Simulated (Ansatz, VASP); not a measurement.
## Two plane-wave programs on Te2Mo

```
Te Mo
1.0
    -3.56355    0.00000    0.00000
    -1.78177   -3.08612    0.00000
    -0.89106   -0.51446   14.72622
Te Mo
4 2
Direct
  0.22857 0.22857 0.62848
  0.64525 0.64525 0.12848
  0.18805 0.18805 0.87152
  0.60473 0.60473 0.37152
  0.29166 0.29166 0.25000
  0.54164 0.54164 0.75000
```

Alike in both runs: task single point; functional r2SCAN; k mesh 9 × 9 × 2; occupations gaussian, width 0.05 eV; no spin polarisation.

|  | VASP | Ansatz |
| --- | --- | --- |
| version | VASP 6.6.1 | Ansatz 0.2.0 |
| potentials or method | VASP PAW PBE potentials, release 64 (Te, Mo_sv), cutoff 520 eV | scalar-relativistic, plane waves, PAW |
| valence electrons in the cell | 52 | 92 |

|  | VASP | Ansatz | Ansatz less VASP |
| --- | --- | --- | --- |
| gap on the k mesh at the Fermi level (eV) | 1.04 | 1.05 | +0.009 |
| least direct gap on the mesh (eV) | 1.07 | 1.07 | -0.002 |
| pressure (GPa) | 0.2 | 0.1 | -0.11 |
| traceless stress, the component that is largest in VASP (GPa) | 0.17 | 0.11 | -0.058 |
| rms of the force components (eV/Å) | 0.013 | 0.016 | +0.0032 |

VASP's potentials were made for PBE, not for r2SCAN. Atom by atom the forces differ by 0.012 eV/Å (rms over components). VASP's potentials hold 52 valence electrons a cell and Ansatz's 92, so a difference there can come from the potentials and not from the codes.

Spin-orbit coupling is off throughout.
